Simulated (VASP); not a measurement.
The system is LaH3.

```
La H
1.0
     0.00000    2.78648    2.78648
     2.78648    0.00000    2.78648
     2.78648    2.78648    0.00000
La H
1 3
Cartesian
  0.0000 0.0000 0.0000
  2.7865 2.7865 2.7865
  4.1797 4.1797 4.1797
  1.3932 1.3932 1.3932
```

* Program: VASP 6.6.1
* Task: relaxation of cell and atoms
* Functional: PBEsol
* Dispersion: D3(BJ)
* Potentials or basis: VASP PAW PBE potentials, release 64 (La, H)
* Cutoff: 600 eV
* k mesh: 6 × 6 × 6
* Occupations: fermi-dirac, width 0.15 eV
* Spin: no spin polarisation

At the start: pressure -5.8 GPa; volume 10.82 Å³/atom.

**Question.** Where does the relaxation end?

**Answer.** Over 3 steps the energy falls by 14.8 meV/atom and the volume is 10.06 Å³/atom (-7.0 %); space group Fm-3m (No. 225, to 0.05 Å).

Step by step:
| step | energy change (eV) | largest force (eV/Å) | pressure (GPa) | volume (Å³) |
| --- | --- | --- | --- | --- |
| 1 | 0.0000 | 0.0000 | -5.82 | 43.27 |
| 2 | -0.0561 | 0.0000 | -1.42 | 40.86 |
| 3 | -0.0590 | 0.0000 | -0.05 | 40.23 |

Final structure:
```cif
data_structure
_symmetry_space_group_name_H-M 'P 1'
_symmetry_Int_Tables_number 1
_cell_length_a 3.8461
_cell_length_b 3.8461
_cell_length_c 3.8461
_cell_angle_alpha 60.000
_cell_angle_beta 60.000
_cell_angle_gamma 60.000
_cell_volume 40.23
loop_
_atom_site_label
_atom_site_type_symbol
_atom_site_fract_x
_atom_site_fract_y
_atom_site_fract_z
_atom_site_occupancy
La1 La 0.00000 0.00000 0.00000 1
H1 H 0.50000 0.50000 0.50000 1
H2 H 0.75000 0.75000 0.75000 1
H3 H 0.25000 0.25000 0.25000 1
```

Caveat: the PAW data sets were made with another functional, which shifts forces and pressure a little; pairwise dispersion overbinds metals, which lowers pressure and volume.
